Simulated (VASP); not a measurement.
Here is a VASP 6.6.1 calculation.

The input POSCAR:

```
Sr
1.0
   -2.3280000000      2.3280000000      2.5220000000
    2.3280000000     -2.3280000000      2.5220000000
    2.3280000000      2.3280000000     -2.5220000000
Sr
1
Direct
    0.0000000000      0.0000000000      0.0000000000
```

The input INCAR.step1:

```
SYSTEM = Sr
ALGO = Normal ; EDIFF = 1E-4
ENCUT = 520 ; GGA = PE
ISMEAR = 0 ; LASPH = .TRUE.
LCHARG = .FALSE. ; LREAL = .FALSE.
LWAVE = .TRUE. ; NBANDS = 11
NELM = 60 ; PREC = Accurate
SIGMA = 0.15
```

The input INCAR.step2:

```
SYSTEM = Sr
ALGO = Normal ; EDIFF = 1E-6
ENCUT = 520 ; ISIF = 2
ISMEAR = 0 ; ISTART = 1
LASPH = .TRUE. ; LCHARG = .FALSE.
LMIXTAU = .TRUE. ; LREAL = .FALSE.
LWAVE = .FALSE. ; METAGGA = R2SCAN
NBANDS = 11 ; NELM = 60
PREC = Accurate ; SIGMA = 0.15
```

KPOINTS

```
k-points
0
G
  14 14 14
  0 0 0
```

Potentials or basis: VASP PAW PBE potentials, release 64 (Sr_sv).

Run with:

```console
$ cat potpaw_PBE.64/Sr_sv/POTCAR > POTCAR
$ cp INCAR.step1 INCAR
$ mpirun -np 1 vasp_std > vasp.out
$ cp INCAR.step2 INCAR
$ mpirun -np 1 vasp_std > vasp.out
```

**Question.** Predict the band gap on the k mesh.

**Answer.** Zero (bands 5 and 6 overlap by 0.24 eV).

**Question.** What does it give for the pressure?

**Answer.** 0.3 GPa.

Caveat: the cell differs from its parent crystal (strain -0.040 along x and y, +0.040 along z); the PAW data sets were made with another functional, which shifts forces and pressure a little.
